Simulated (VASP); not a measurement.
# Ni (Fm-3m) in VASP: relaxation of cell and atoms with PBE

Aim: the relaxation of cell and atoms of Ni with PBE.

All numbers are computed with VASP 6.6.1; they aren't measurements. Logs are shortened: lines on timing, memory, paths and dates and some standing lists are left out, and cuts for length are marked.

## 1. The cell of the first run

Symmetry: Fm-3m, No. 225, cubic system. Conventional cell: a = 3.519 Å, b = 3.519 Å, c = 3.519 Å, α = 90.00°, β = 90.00°, γ = 90.00°. Within 3.3 Å of Ni (site symmetry m-3m) lie 12 Ni at 2.49 Å.

## 2. Relaxation of cell and atoms, PBE, collinear spin, ferromagnetic start

File INCAR:

```
ALGO     = Normal         # electronic algorithm
EDIFF    = 1E-6           # SCF threshold, eV
EDIFFG   = -0.005         # ionic threshold
ENCUT    = 600            # plane-wave cutoff, eV
GGA      = PE             # functional
IBRION   = 2              # ionic algorithm
ISIF     = 3              # what is computed and relaxed
ISMEAR   = -1             # smearing method
ISPIN    = 2              # spin polarisation
LASPH    = T              # aspherical terms in the spheres
LCHARG   = F              # write CHGCAR
LMAXMIX  = 4              # l up to which the mixer works
LORBIT   = 11             # projections on sites
LREAL    = F              # projectors in reciprocal space
LWAVE    = F              # write WAVECAR
MAGMOM   = 1              # initial moments
NELM     = 150            # most SCF steps
NSW      = 60             # ionic steps
PREC     = Accurate       # precision mode
SIGMA    = 0.05           # smearing width, eV
```

File KPOINTS:

```
k-points
0
Gamma
  21 21 21
```

File POSCAR:

```
Ni
1.0
    0.0000000000      1.7597012234      1.7597012234
    1.7597012234      0.0000000000      1.7597012234
    1.7597012234      1.7597012234      0.0000000000
Ni
1
Direct
    0.0000000000      0.0000000000      0.0000000000
```

Potentials or basis: VASP PAW PBE potentials, release 64 (Ni).

Launch:

```sh
> cat potpaw_PBE.64/Ni/POTCAR > POTCAR
> mpirun -np 1 vasp_std > vasp.out
```

OUTCAR:

```text
EDIFF = 1E-6
   EDIFFG = -0.005
   ENCUT = 600
   GGA = PE
   IBRION = 2
   ISIF = 3
   ISMEAR = -1
   ISPIN = 2
   LASPH = T
   LORBIT = 11
   LREAL = F
   NELM = 150
   NSW = 60
   PREC = Accurate

 ion  position               nearest neighbor table
   1  0.000  0.000  0.000-

  LATTYP: Found a face centered cubic cell.
 ALAT       =     3.5194024468

  Lattice vectors:

 A1 = (   0.0000000000,   1.7597012234,   1.7597012234)
 A2 = (   1.7597012234,   0.0000000000,   1.7597012234)
 A3 = (   1.7597012234,   1.7597012234,   0.0000000000)

Analysis of symmetry for initial positions (statically):
=====================================================================
 Subroutine PRICEL returns:
 Original cell was already a primitive cell.

 Routine SETGRP: Setting up the symmetry group for a
 face centered cubic supercell.

 Subroutine GETGRP returns: Found 48 space group operations
 (whereof 48 operations were pure point group operations)
 out of a pool of 48 trial point group operations.

The static configuration has the point symmetry O_h .

Analysis of symmetry for dynamics (positions and initial velocities):
=====================================================================
 Subroutine PRICEL returns:
 Original cell was already a primitive cell.

 Routine SETGRP: Setting up the symmetry group for a
 face centered cubic supercell.

 Subroutine GETGRP returns: Found 48 space group operations
 (whereof 48 operations were pure point group operations)
 out of a pool of 48 trial point group operations.

The dynamic configuration has the point symmetry O_h .

Analysis of structural, dynamic, and magnetic symmetry:
=====================================================================
 Subroutine PRICEL returns:
 Original cell was already a primitive cell.

 Routine SETGRP: Setting up the symmetry group for a
 face centered cubic supercell.

 Subroutine GETGRP returns: Found 48 space group operations
 (whereof 48 operations were pure point group operations)
 out of a pool of 48 trial point group operations.

The overall configuration has the point symmetry O_h .

 Subroutine INISYM returns: Found 48 space group operations
 (whereof 48 operations are pure point group operations),
 and found     1 'primitive' translations

----------------------------------------------------------------------------------------

                                     Primitive cell

  volume of cell :      10.8980

  direct lattice vectors                    reciprocal lattice vectors
     0.000000000  1.759701223  1.759701223    -0.284139144  0.284139144  0.284139144
     1.759701223  0.000000000  1.759701223     0.284139144 -0.284139144  0.284139144
     1.759701223  1.759701223  0.000000000     0.284139144  0.284139144 -0.284139144

  length of vectors
     2.488593336  2.488593336  2.488593336     0.492143435  0.492143435  0.492143435

  position of ions in fractional coordinates (direct lattice)
     0.000000000  0.000000000  0.000000000

  ion indices of the primitive-cell ions
   primitive index   ion index
                 1           1

----------------------------------------------------------------------------------------

 KPOINTS: k-points

Automatic generation of k-mesh.
 Grid dimensions read from file:
 generate k-points for:   21   21   21

 Generating k-lattice:

  Cartesian coordinates                     Fractional coordinates (reciprocal lattice)
    -0.013530435  0.013530435  0.013530435     0.047619048  0.000000000  0.000000000
     0.013530435 -0.013530435  0.013530435     0.000000000  0.047619048  0.000000000
     0.013530435  0.013530435 -0.013530435     0.000000000  0.000000000  0.047619048

  Length of vectors
     0.023435402  0.023435402  0.023435402

  Shift w.r.t. Gamma in fractional coordinates (k-lattice)
     0.000000000  0.000000000  0.000000000

 Subroutine IBZKPT returns following result:
 ===========================================

 Found    286 irreducible k-points:

 Following reciprocal coordinates:
            Coordinates               Weight
  0.000000  0.000000  0.000000      1.000000
  0.047619  0.000000  0.000000      8.000000
  0.095238  0.000000  0.000000      8.000000
  0.142857  0.000000  0.000000      8.000000
  0.190476  0.000000  0.000000      8.000000
  0.238095  0.000000  0.000000      8.000000
[... 16 lines left out ...]
 -0.428571  0.047619  0.000000     24.000000
 -0.380952  0.047619  0.000000     24.000000
 [... further k-points ...]
   k-points           NKPTS =    286   k-points in BZ     NKDIM =    286   number of bands    NBANDS=     10
   number of dos      NEDOS =    301   number of ions     NIONS =      1
   total plane-waves  NPLWV =   8000
   dimension x,y,z NGX =    20 NGY =   20 NGZ =   20
   dimension x,y,z NGXF=    40 NGYF=   40 NGZF=   40
   ions per type =               1
   NGX,Y,Z   is equivalent  to a cutoff of  13.36, 13.36, 13.36 a.u.
   NGXF,Y,Z  is equivalent  to a cutoff of  26.72, 26.72, 26.72 a.u.
 SYSTEM =  unknown system
   PREC   = accura    normal or accurate (medium, high low for compatibility)
   ISTART =      0    job   : 0-new  1-cont  2-samecut
   ICHARG =      2    charge: 1-file 2-atom 10-const
   ISPIN  =      2    spin polarized calculation?
   LNONCOLLINEAR =      F non collinear calculations
   LSORBIT =      F    spin-orbit coupling
   LASPH  =      T    aspherical Exc in radial PAW
   ENCUT  =  600.0 eV  44.10 Ry    6.64 a.u.   4.97  4.97  4.97*2*pi/ulx,y,z
   NELM   =    150;   NELMIN=  2; NELMDL= -5     # of ELM steps
   EDIFF  = 0.1E-05   stopping-criterion for ELM
   LREAL  =      F    real-space projection
   EDIFFG = -.5E-02   stopping-criterion for IOM
   NSW    =     60    number of steps for IOM
   IBRION =      2    ionic relax: 0-MD 1-quasi-New 2-CG
   NFREE  =      1    steps in history (QN), initial steepest desc. (CG)
   ISIF   =      3    stress and relaxation
   ISYM   =      2    0-nonsym 1-usesym 2-fastsym
   POTIM  = 0.5000    time-step for ionic-motion
   TEBEG  =    0.0;   TEEND  =   0.0 temperature during run
   PSTRESS=    0.0 pullay stress
   NELECT =      10.0000    total number of electrons
   NUPDOWN=      -1.0000    fix difference up-down
   EMIN   =  10.00;   EMAX   =-10.00  energy-range for DOS
   EFERMI =   0.00;   METHOD = LEGACY
   ISMEAR =    -1;   SIGMA  =   0.05  broadening in eV -4-tet -1-fermi 0-gaus
   EFERMI_NEDOS =   21; number of points for ismear=-14 and -15
   IALGO  =     38    algorithm
   IMIX   =      4    mixing-type and parameters
     AMIX     =   0.40;   BMIX     =  1.00
     AMIX_MAG =   1.60;   BMIX_MAG =  1.00
  volume/ion in A,a.u.               =      10.90        73.54
  Fermi-wavevector in a.u.,A,eV,Ry     =   1.590838  3.006247 34.433146  2.530765
  Thomas-Fermi vector in A             =   2.689471
   LORBIT       =     11    0 simple, 1 ext, 2 COOP (PROOUT), +10 PAW based schemes
   GGA     = PE    functional components
   LHFCALC =     F    Hartree Fock is set to
   AEXX    =    0.0000 exact exchange contribution
   IVDW    =     0    specifies the selected vdW correction
   LEPSILON=     F    determine dielectric tensor
   LRPA    =     F    only Hartree local field effects (RPA)
 conjugate gradient relaxation of ions
 spin polarized calculation
  energy-cutoff  :      600.00
  volume of cell :       10.90
 maximum number of plane-waves:       378
   NGX =  9   NGY =  9   NGZ =  9

--------------------------------------- Ionic step        1  -------------------------------------------

 number of electron      10.0000009 magnetization       0.6111836

 Free energy of the ion-electron system (eV)
  ---------------------------------------------------
  ext. energy  EPLUGINS =         0.00000000
  ---------------------------------------------------
  free energy    TOTEN  =        -5.47695845 eV

  energy without entropy =       -5.46236863  energy(sigma->0) =       -5.46966354

------------------------ aborting loop because EDIFF is reached ----------------------------------------

  FORCE on cell =-STRESS in cart. coord.  units (eV):
  Direction    XX          YY          ZZ          XY          YZ          ZX
  --------------------------------------------------------------------------------------
  -------------------------------------------------------------------------------------
  Total       -0.0293364     -0.0293364     -0.0293364     -0.0000000      0.0000000      0.0000000
  in kB       -4.3129166     -4.3129166     -4.3129166     -0.0000000      0.0000000      0.0000000
  external PRESSURE =      -4.3129166 kB  Pullay stress =       0.0000000 kB
[... 55 lines left out ...]
  energy  without entropy=       -5.4624308252  energy(sigma->0) =       -5.46968254

--------------------------------------- Ionic step        3  -------------------------------------------

 number of electron      10.0000009 magnetization       0.6105166

 Free energy of the ion-electron system (eV)
  ---------------------------------------------------
  ext. energy  EPLUGINS =         0.00000000
  ---------------------------------------------------
  free energy    TOTEN  =        -5.47697656 eV

  energy without entropy =       -5.46242247  energy(sigma->0) =       -5.46969952

 E-fermi :   9.3773     XC(G=0): -13.2554

 val. band max:        9.3764248455   @ k =  -0.3333   0.2857   0.0952
 cond. band min:       9.3790406448   @ k =   0.4286   0.2857   0.0476
 fundamental gap:      0.0026157993
 Fermi energy:         9.3772916714

 spin component 1

 k-point     1 :       0.0000    0.0000    0.0000
  band No.  band energies     occupation
      1       0.3672      1.00000
      2       6.9537      1.00000
      3       6.9537      1.00000
      4       6.9537      1.00000
      5       8.1315      1.00000
      6       8.1315      1.00000
      7      33.1010      0.00000
      8      36.9637      0.00000
      9      36.9637      0.00000
     10      36.9637      0.00000
[... 287 lines left out ...]
 k-point    24 :      -0.3810    0.0476    0.0000
  band No.  band energies     occupation
      1       4.3910      1.00000
      2       7.0061      1.00000
      3       7.0582      1.00000
      4       7.5970      1.00000
      5       8.5693      1.00000
      6       8.9578      0.99977
      7      17.3469      0.00000
      8      31.0958      0.00000
      9      33.2501      0.00000
     10      34.8060      0.00000

 [... further k-points ...]

 spin component 2

 k-point     1 :       0.0000    0.0000    0.0000
  band No.  band energies     occupation
      1       0.3312      1.00000
      2       7.6910      1.00000
      3       7.6910      1.00000
      4       7.6910      1.00000
      5       8.7005      1.00000
      6       8.7005      1.00000
      7      32.9393      0.00000
      8      36.9431      0.00000
      9      36.9432      0.00000
     10      36.9432      0.00000
[... 327 lines left out ...]
  FREE ENERGIE OF THE ION-ELECTRON SYSTEM (eV)
  ---------------------------------------------------
  free  energy   TOTEN  =        -5.4769765607 eV

  energy  without entropy=       -5.4624224733  energy(sigma->0) =       -5.46969952

 reached required accuracy - stopping structural energy minimisation

 total charge

# of ion       s       p       d       tot
------------------------------------------
    1        0.497   0.497   8.316   9.310

 magnetization (x)

# of ion       s       p       d       tot
------------------------------------------
    1       -0.007  -0.025   0.654   0.622
```

Wall time 76 s (1 thread of Intel Xeon Platinum 8488C (Sapphire Rapids), shared host); peak memory 0.19 GiB.

Results:

```
Free energy                                           : -5.4770 eV
Relaxed volume                                        : 10.88 Å³/atom
Relaxed cell                                          : a = 2.487 Å, b = 2.487 Å, c = 2.487 Å, α = 60.00°, β = 60.00°, γ = 60.00°
Space group after relaxing (to 0.1 Å)                 : Fm-3m (No. 225)
Energy gained by relaxing                             : 0.0 meV/atom
Ionic steps                                           : 3
Pressure after relaxing                               : 0.0 GPa
Net moment                                            : 0.61 μB per cell
Site moments                                          : Ni +0.62 μB
Valence electrons inside the program's atomic spheres : Ni 9.31
```

Final structure:
```
Ni
1.0
     0.00000    1.75868    1.75868
     1.75868    0.00000    1.75868
     1.75868    1.75868    0.00000
Ni
1
Cartesian
  0.0000 0.0000 0.0000
```

Levels at points of the mesh, in eV from the Fermi level:
Spin up:
```csv
k point,band 3,band 4,band 5,band 6,band 7,band 8
"(0.00, 0.00, 0.00)",-2.42,-2.42,-1.25,-1.25,23.72,27.59
```
Spin down:
| k point | band 2 | band 3 | band 4 | band 5 | band 6 | band 7 | band 8 | band 9 |
| --- | --- | --- | --- | --- | --- | --- | --- | --- |
| (0.00, 0.00, 0.00) | -1.69 | -1.69 | -1.69 | -0.68 | -0.68 | 23.56 | 27.57 | 27.57 |
